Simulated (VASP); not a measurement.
## SiO2 (fluorite type): single point with r2SCAN

SiO2 (fluorite type):

```xyz
3
Lattice="0.0000 2.3213 2.3213 2.3213 0.0000 2.3213 2.3213 2.3213 0.0000" Properties=species:S:1:pos:R:3 pbc="T T T"
Si    0.0000    0.0000    0.0000
O     1.1606    1.1606    1.1606
O     3.4819    3.4819    3.4819
```

```
Program             : VASP 6.6.1
Task                : single point
Functional          : r2SCAN
Potentials or basis : VASP PAW PBE potentials, release 64 (Si, O)
Cutoff              : 660 eV
k mesh              : 13 × 13 × 13
Occupations         : fermi-dirac, width 0.1 eV
Spin                : no spin polarisation
```

```
Pressure               : -19.5 GPa
Band gap on the k mesh : 1.90 eV (least direct gap 2.67 eV)
```

Levels at points of the mesh, in eV from the valence-band top:
```
           k point  band 5  band 6  band 7  band 8  band 9  band 10  band 11  band 12
(0.00, 0.00, 0.00)   -5.47   -2.16   -2.16   -2.16    1.90     6.51     6.51     6.51
```

Wall time 74 s on 1 thread of Intel(R) Xeon(R) 6975P-C (Granite Rapids), on a shared host, peak memory 0.17 GiB.

Caveat: the cell stands under tension; the PAW data sets were made with another functional, which shifts forces and pressure a little; an odd mesh through Γ misses points on the zone boundary, where band edges can lie.
